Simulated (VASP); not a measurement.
# SnC3 (P-4m2) in VASP: notebook

Aim: see how the results for SnC3 move with the level of theory and the settings. Levels: PBE-based screened hybrid with 40 % exact exchange, PBE-based screened hybrid with 5 % exact exchange. Tasks: single point.

Program: VASP 6.6.1. These are calculated values, not measurements. Logs are shortened: lines on timing, memory, paths and dates and some standing lists are left out, and cuts for length are marked.

### Step 1. The cell of the first run

Symmetry: P-4m2, No. 115, tetragonal system. Conventional cell: a = 2.979 Å, b = 2.979 Å, c = 4.644 Å, α = 90.00°, β = 90.00°, γ = 90.00°. C (site symmetry 2mm) has 2 C at 1.71 Å and 2 Sn at 2.11 Å within 2.3 Å. C (site symmetry -4m2) has 4 C at 1.71 Å within 2.3 Å. Sn (site symmetry -4m2) has 4 C at 2.11 Å within 2.8 Å.

### Step 2. Single point, PBE-based screened hybrid with 40 % exact exchange

POSCAR

```
SnC3
1.0
    2.9788882431      0.0000000000      0.0000000000
    0.0000000000      2.9788882431      0.0000000000
    0.0000000000      0.0000000000      4.6435166754
C Sn
3 1
Direct
    0.5000000000      0.0000000000      0.8203632750
    0.5000000000      0.5000000000      0.0000000000
    0.0000000000      0.5000000000      0.1796367250
    0.0000000000      0.0000000000      0.5000000000
```

INCAR.step1

```
SYSTEM = SnC3
ALGO = Normal
EDIFF = 1E-5
ENCUT = 520
GGA = PE
ISIF = 2
ISMEAR = 0
LASPH = .True.
LREAL = .False.
LWAVE = .True.
NBANDS = 21
NELM = 80
PREC = Accurate
SIGMA = 0.01
```

INCAR.step2

```
SYSTEM = SnC3
AEXX = 0.4
ALGO = Normal
EDIFF = 1E-6
ENCUT = 520
GGA = PE
HFSCREEN = 0.1
ISIF = 2
ISMEAR = 0
ISTART = 1
LASPH = .True.
LCHARG = .True.
LELF = .True.
LHFCALC = .True.
LREAL = .False.
LVHAR = .True.
LWAVE = .False.
NBANDS = 21
NELM = 80
PREC = Accurate
PRECFOCK = Normal
SIGMA = 0.01
```

KPOINTS

```
k-points
0
Gamma
  4 4 4
  0 0 0
```

Potentials or basis: VASP PAW PBE potentials, release 64 (C, Sn_d).

The run is started by

```bash
cat potpaw_PBE.64/C/POTCAR potpaw_PBE.64/Sn_d/POTCAR > POTCAR
cp INCAR.step1 INCAR
mpirun -np 1 vasp_std > vasp.out
cp INCAR.step2 INCAR
mpirun -np 1 vasp_std > vasp.out
```

OUTCAR:

```text
SYSTEM = SnC3
   AEXX = 0.4
   EDIFF = 1E-6
   ENCUT = 520
   GGA = PE
   HFSCREEN = 0.1
   ISIF = 2
   ISMEAR = 0
   ISTART = 1
   LASPH = .True.
   LHFCALC = .True.
   LREAL = .False.
   NELM = 80
   PREC = Accurate
   PRECFOCK = Normal

 ion  position               nearest neighbor table
   1  0.500  0.000  0.820-   2 1.71   2 1.71   4 2.11   4 2.11
   2  0.500  0.500  0.000-   1 1.71   3 1.71   1 1.71   3 1.71
   3  0.000  0.500  0.180-   2 1.71   2 1.71   4 2.11   4 2.11
   4  0.000  0.000  0.500-   1 2.11   3 2.11   3 2.11   1 2.11

  LATTYP: Found a simple tetragonal cell.
 ALAT       =     2.9788882431
 C/A-ratio  =     1.5588086214

  Lattice vectors:

 A1 = (   2.9788882431,   0.0000000000,   0.0000000000)
 A2 = (   0.0000000000,   2.9788882431,   0.0000000000)
 A3 = (   0.0000000000,   0.0000000000,   4.6435166754)

Analysis of symmetry for initial positions (statically):
=====================================================================
 Subroutine PRICEL returns:
 Original cell was already a primitive cell.

 Routine SETGRP: Setting up the symmetry group for a
 simple tetragonal supercell.

 Subroutine GETGRP returns: Found  8 space group operations
 (whereof  8 operations were pure point group operations)
 out of a pool of 16 trial point group operations.

The static configuration has the point symmetry D_2d.

Analysis of symmetry for dynamics (positions and initial velocities):
=====================================================================
 Subroutine PRICEL returns:
 Original cell was already a primitive cell.

 Routine SETGRP: Setting up the symmetry group for a
 simple tetragonal supercell.

 Subroutine GETGRP returns: Found  8 space group operations
 (whereof  8 operations were pure point group operations)
 out of a pool of 16 trial point group operations.

The dynamic configuration has the point symmetry D_2d.

 Subroutine INISYM returns: Found  8 space group operations
 (whereof  8 operations are pure point group operations),
 and found     1 'primitive' translations

----------------------------------------------------------------------------------------

[... 92 lines left out ...]
   NSW    =      0    number of steps for IOM
   IBRION =     -1    ionic relax: 0-MD 1-quasi-New 2-CG
   NFREE  =      0    steps in history (QN), initial steepest desc. (CG)
   ISIF   =      2    stress and relaxation
   ISYM   =      3    0-nonsym 1-usesym 2-fastsym
   POTIM  = 0.5000    time-step for ionic-motion
   TEBEG  =    0.0;   TEEND  =   0.0 temperature during run
   PSTRESS=    0.0 pullay stress
   NELECT =      26.0000    total number of electrons
   NUPDOWN=      -1.0000    fix difference up-down
   EMIN   =  10.00;   EMAX   =-10.00  energy-range for DOS
   EFERMI =   0.00;   METHOD = LEGACY
   ISMEAR =     0;   SIGMA  =   0.01  broadening in eV -4-tet -1-fermi 0-gaus
   EFERMI_NEDOS =   21; number of points for ismear=-14 and -15
   IALGO  =     38    algorithm
   IMIX   =      1    mixing-type and parameters
     AMIX     =   0.40;   BMIX     =  1.00
     AMIX_MAG =   1.60;   BMIX_MAG =  1.00
  volume/ion in A,a.u.               =      10.30        69.52
  Fermi-wavevector in a.u.,A,eV,Ry     =   1.404152  2.653463 26.825831  1.971643
  Thomas-Fermi vector in A             =   2.526742
   LORBIT       =      0    0 simple, 1 ext, 2 COOP (PROOUT), +10 PAW based schemes
   GGA     = PE    functional components
   LHFCALC =     T    Hartree Fock is set to
   PRECFOCK=normal    Normal, Fast or Accurate (Low or Medium for compatibility)
   ENCUT4O =  -1.0   cutoff for four orbital integrals eV
   NKREDX  =     1    reduce k-point grid by
   NKREDY  =     1    reduce k-point grid by
   NKREDZ  =     1    reduce k-point grid by
   AEXX    =    0.4000 exact exchange contribution
   HFSCREEN=    0.1000 screening length (either q_TF or 0.3 A-1)
   HFSCREENC=   0.1000 screening length for correlation (either q_TF or 0.3 A-1)
   ENCUTFOCK=  -1.0 apply spherical cutoff to Coloumb kernel
   IVDW    =     0    specifies the selected vdW correction
   LEPSILON=     F    determine dielectric tensor
   LRPA    =     F    only Hartree local field effects (RPA)
 non-spin polarized calculation
 Gauss-broadening in eV      SIGMA  =   0.01
  energy-cutoff  :      520.00
  volume of cell :       41.21
 maximum number of plane-waves:      1129
 NGX is ok and might be reduce to    24
  NGX = 18; NGY = 18; NGZ = 28

 number of electron      25.9999997 magnetization

 Free energy of the ion-electron system (eV)
  ---------------------------------------------------
  ext. energy  EPLUGINS =         0.00000000
  ---------------------------------------------------
  free energy    TOTEN  =       -34.52818519 eV

  energy without entropy =      -34.52818519  energy(sigma->0) =      -34.52818519

 E-fermi :   9.4844     XC(G=0):  -8.2185

 val. band max:        9.3565706555   @ k =   0.0000   0.0000   0.0000
 cond. band min:      11.5976475912   @ k =   0.5000   0.0000   0.5000
 fundamental gap:      2.2410769357
 Fermi energy:         9.4844234071

 k-point     1 :       0.0000    0.0000    0.0000
  band No.  band energies     occupation
      1     -16.6446      2.00000
      2     -16.0096      2.00000
      3     -15.9349      2.00000
      4     -15.9197      2.00000
      5     -15.9197      2.00000
      6     -11.8130      2.00000
[... 421 lines left out ...]
     20      18.9806      0.00000
     21      22.2177      0.00000

------------------------ aborting loop because EDIFF is reached ----------------------------------------

  FORCE on cell =-STRESS in cart. coord.  units (eV):
  Direction    XX          YY          ZZ          XY          YZ          ZX
  --------------------------------------------------------------------------------------
  -------------------------------------------------------------------------------------
  Total       -1.8241440     -1.8241440     -2.7897122      0.0000000      0.0000000      0.0000000
  in kB      -70.9274358    -70.9274358   -108.4712277      0.0000000      0.0000000      0.0000000
  external PRESSURE =     -83.4420331 kB  Pullay stress =       0.0000000 kB

 VOLUME and BASIS-vectors are now :
 -----------------------------------------------------------------------------
  energy-cutoff  :      520.00
  volume of cell :       41.21
      direct lattice vectors                 reciprocal lattice vectors
     2.978888243  0.000000000  0.000000000     0.335695709  0.000000000  0.000000000
     0.000000000  2.978888243  0.000000000     0.000000000  0.335695709  0.000000000
     0.000000000  0.000000000  4.643516675     0.000000000  0.000000000  0.215354024

 POSITION                                       TOTAL-FORCE (eV/Angst)
 -----------------------------------------------------------------------------------
      1.48944      0.00000      3.80937         0.000000     -0.000000     -0.177466
      1.48944      1.48944      0.00000         0.000000     -0.000000      0.000000
      0.00000      1.48944      0.83415        -0.000000     -0.000000      0.177466
      0.00000      0.00000      2.32176         0.000000      0.000000      0.000000
 -----------------------------------------------------------------------------------
    total drift:                                0.000003     -0.000014     -0.000001

  FREE ENERGIE OF THE ION-ELECTRON SYSTEM (eV)
  ---------------------------------------------------
  free  energy   TOTEN  =       -34.5281851883 eV

  energy  without entropy=      -34.5281851883  energy(sigma->0) =      -34.52818519
```

OSZICAR.step1:

```text
N       E                     dE             d eps       ncg     rms          rms(c)
DAV:   1     0.200954407293E+03    0.20095E+03   -0.12944E+04   810   0.176E+03
DAV:   2    -0.568794305275E+01   -0.20664E+03   -0.19597E+03   805   0.445E+02
DAV:   3    -0.266190275033E+02   -0.20931E+02   -0.20580E+02   915   0.112E+02
DAV:   4    -0.272573811416E+02   -0.63835E+00   -0.63657E+00   913   0.197E+01
DAV:   5    -0.272702730671E+02   -0.12892E-01   -0.12889E-01   951   0.283E+00    0.880E+00
DAV:   6    -0.253227084003E+02    0.19476E+01   -0.52289E+00  1100   0.202E+01    0.412E+00
DAV:   7    -0.252397677518E+02    0.82941E-01   -0.54270E-01   896   0.438E+00    0.211E+00
DAV:   8    -0.252230555250E+02    0.16712E-01   -0.59609E-02  1011   0.197E+00    0.644E-01
DAV:   9    -0.252232424263E+02   -0.18690E-03   -0.82311E-03   909   0.636E-01    0.137E-01
DAV:  10    -0.252232019586E+02    0.40468E-04   -0.12086E-03   942   0.244E-01    0.613E-02
DAV:  11    -0.252232719845E+02   -0.70026E-04   -0.15713E-04  1007   0.110E-01    0.261E-02
DAV:  12    -0.252232810497E+02   -0.90652E-05   -0.26202E-05   861   0.325E-02
   1 F= -.25223281E+02 E0= -.25223281E+02  d E =-.807272E-81
```

Run time: 19 min. Hardware: 1 thread of Intel Xeon Platinum 8488C (Sapphire Rapids), shared host; peak memory 0.27 GiB.

Results:

```yaml
Free_energy: -34.5282 eV
Pressure: -8.3 GPa
Largest_force: 0.177 eV/Å
Band_gap_on_the_k_mesh: 2.24 eV (least direct gap 2.74 eV)
```

Forces in eV/Å, atoms in the order of the input:
```
C    0.000  0.000 -0.177
C    0.000  0.000  0.000
C    0.000  0.000  0.177
Sn   0.000  0.000  0.000
```

Levels at points of the mesh, in eV from the valence-band top:
```csv
k point,band 9,band 10,band 11,band 12,band 13,band 14,band 15,band 16,band 17,band 18
"(0.00, 0.00, 0.00)",-7.02,-7.02,-1.40,0.00,0.00,2.74,3.16,5.21,7.26,7.26
"(0.50, 0.00, 0.00)",-8.14,-7.83,-7.16,-5.73,-0.93,4.40,5.50,6.64,9.05,10.05
"(0.50, 0.50, 0.00)",-9.04,-7.55,-6.16,-6.16,-4.20,2.51,2.51,3.88,4.60,13.00
"(0.00, 0.00, 0.50)",-6.63,-6.63,-6.21,-1.36,-1.36,2.81,4.16,6.87,7.14,9.60
"(0.50, 0.00, 0.50)",-11.70,-5.73,-3.70,-3.08,-0.73,2.24,4.68,5.41,8.64,10.11
"(0.50, 0.50, 0.50)",-7.89,-7.50,-7.42,-7.42,-7.13,6.04,6.04,6.95,8.71,9.00
```

Caveat: the k points lie up to 0.53 Å⁻¹ apart; the PAW data sets were made with another functional, which shifts forces and pressure a little; spin-orbit coupling is left out, which moves the levels of the heavy elements. A k mesh can miss the band edges.

### Step 3. Single point, PBE-based screened hybrid with 5 % exact exchange

POSCAR is that of step 2.

INCAR.step1

```
SYSTEM = SnC3
PREC = Accurate
ENCUT = 520
EDIFF = 1E-5
ISMEAR = 0
SIGMA = 0.01
LREAL = .False.
LASPH = .True.
NELM = 60
ALGO = Normal
ISIF = 2
LWAVE = .True.
LCHARG = .False.
NBANDS = 21
GGA = PE
```

INCAR.step2

```
SYSTEM = SnC3
PREC = Accurate
ENCUT = 520
EDIFF = 1E-7
ISMEAR = 0
SIGMA = 0.01
LREAL = .False.
LASPH = .True.
NELM = 60
ALGO = Normal
ISIF = 2
LWAVE = .False.
LCHARG = .False.
GGA = PE
LHFCALC = .True.
AEXX = 0.05
HFSCREEN = 0.2078
PRECFOCK = Normal
NBANDS = 21
ISTART = 1
```

KPOINTS

```
regular mesh
0
Gamma
  4 4 4
  0 0 0
```

Potentials or basis: VASP PAW PBE potentials, release 64 (C, Sn_d).

The run is started by

```bash
cat potpaw_PBE.64/C/POTCAR potpaw_PBE.64/Sn_d/POTCAR > POTCAR
cp INCAR.step1 INCAR
mpirun -np 1 vasp_std > vasp.out
cp INCAR.step2 INCAR
mpirun -np 1 vasp_std > vasp.out
```

OUTCAR:

```text
SYSTEM = SnC3
   PREC = Accurate
   ENCUT = 520
   EDIFF = 1E-7
   ISMEAR = 0
   LREAL = .False.
   LASPH = .True.
   NELM = 60
   ISIF = 2
   GGA = PE
   LHFCALC = .True.
   AEXX = 0.05
   HFSCREEN = 0.2078
   PRECFOCK = Normal
   ISTART = 1

 ion  position               nearest neighbor table
   1  0.500  0.000  0.820-   2 1.71   2 1.71   4 2.11   4 2.11
   2  0.500  0.500  0.000-   1 1.71   3 1.71   1 1.71   3 1.71
   3  0.000  0.500  0.180-   2 1.71   2 1.71   4 2.11   4 2.11
   4  0.000  0.000  0.500-   1 2.11   3 2.11   3 2.11   1 2.11
[... 633 lines left out ...]
  Direction    XX          YY          ZZ          XY          YZ          ZX
  --------------------------------------------------------------------------------------
  -------------------------------------------------------------------------------------
  Total        0.4135564      0.4135564      0.1129172      0.0000000     -0.0000000      0.0000000
  in kB       16.0801414     16.0801414      4.3905146      0.0000000     -0.0000000      0.0000000
  external PRESSURE =      12.1835991 kB  Pullay stress =       0.0000000 kB

 VOLUME and BASIS-vectors are now :
 -----------------------------------------------------------------------------
  energy-cutoff  :      520.00
  volume of cell :       41.21
      direct lattice vectors                 reciprocal lattice vectors
     2.978888243  0.000000000  0.000000000     0.335695709  0.000000000  0.000000000
     0.000000000  2.978888243  0.000000000     0.000000000  0.335695709  0.000000000
     0.000000000  0.000000000  4.643516675     0.000000000  0.000000000  0.215354024

 POSITION                                       TOTAL-FORCE (eV/Angst)
 -----------------------------------------------------------------------------------
      1.48944      0.00000      3.80937        -0.000000      0.000000      0.265694
      1.48944      1.48944      0.00000        -0.000000     -0.000000     -0.000000
      0.00000      1.48944      0.83415         0.000000     -0.000000     -0.265694
      0.00000      0.00000      2.32176        -0.000000      0.000000     -0.000000
 -----------------------------------------------------------------------------------
    total drift:                                0.000003     -0.000003     -0.000000

  FREE ENERGIE OF THE ION-ELECTRON SYSTEM (eV)
  ---------------------------------------------------
  free  energy   TOTEN  =       -26.1368735059 eV

  energy  without entropy=      -26.1368735059  energy(sigma->0) =      -26.13687351
```

It took 12 min on 1 thread of Intel Xeon Platinum 8488C (Sapphire Rapids), shared host; peak memory 0.27 GiB.

Results:

| Property | Result |
| --- | --- |
| Free energy | -26.1369 eV |
| Pressure | 1.2 GPa |
| Largest force | 0.266 eV/Å |
| Band gap on the k mesh | 0.48 eV (least direct gap 0.79 eV) |

Forces in eV/Å, atoms in the order of the input:
```
C    0.000  0.000  0.266
C    0.000  0.000  0.000
C    0.000  0.000 -0.266
Sn   0.000  0.000  0.000
```

Stress tensor (GPa, compression positive):
```
1.61 0.00 0.00
0.00 1.61 0.00
0.00 0.00 0.44
```

Levels at points of the mesh, in eV from the valence-band top:
| k point | band 11 | band 12 | band 13 | band 14 | band 15 | band 16 |
| --- | --- | --- | --- | --- | --- | --- |
| (0.00, 0.00, 0.00) | -1.57 | 0.00 | 0.00 | 0.79 | 1.17 | 2.95 |
| (0.50, 0.00, 0.00) | -6.56 | -5.25 | -0.75 | 2.15 | 3.38 | 4.33 |
| (0.50, 0.50, 0.00) | -5.63 | -5.63 | -3.69 | 0.81 | 0.81 | 2.20 |
| (0.00, 0.00, 0.50) | -5.67 | -1.19 | -1.19 | 0.76 | 2.07 | 4.31 |
| (0.50, 0.00, 0.50) | -3.49 | -2.89 | -0.56 | 0.48 | 2.56 | 3.07 |
| (0.50, 0.50, 0.50) | -6.78 | -6.74 | -6.28 | 3.86 | 3.86 | 5.02 |

Caveat: the k points lie up to 0.53 Å⁻¹ apart; the PAW data sets were made with another functional, which shifts forces and pressure a little; spin-orbit coupling is left out, which moves the levels of the heavy elements. A k mesh can miss the band edges.
